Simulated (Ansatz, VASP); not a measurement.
**N in VASP and in Ansatz**

```
N
1.0
    10.00000    0.00000    0.00000
     0.00000   10.50000    0.00000
     0.00000    0.00000   11.00000
N
2
Direct
  0.50000 0.50000 0.45000
  0.50000 0.50000 0.55000
```

Alike in both runs: task single point; functional r2SCAN; k mesh 1 × 1 × 1; occupations gaussian, width 0.01 eV; no spin polarisation.

|  | VASP | Ansatz |
| --- | --- | --- |
| version | VASP 6.6.1 | Ansatz 0.2.0 |
| potentials or method | VASP PAW PBE potentials, release 64 (N), cutoff 580 eV | scalar-relativistic, plane waves, PAW |
| valence electrons in the cell | 10 | 10 |

|  | VASP | Ansatz | Ansatz less VASP |
| --- | --- | --- | --- |
| gap on the k mesh at the Fermi level (eV) | 9.00 | 9.02 | +0.027 |
| rms of the force components (eV/Å) | 0.583 | 0.587 | +0.0036 |

VASP's potentials were made for PBE, not for r2SCAN. Atom by atom the forces differ by 1.170 eV/Å (rms over components). One of these differences is far larger than is usual between the two programs; its cause wasn't traced. With one functional, cell and mesh, what is left measures potentials, basis and numerics.

Noted on VASP's run: the standard files for N, O and F lose accuracy on very short bonds.
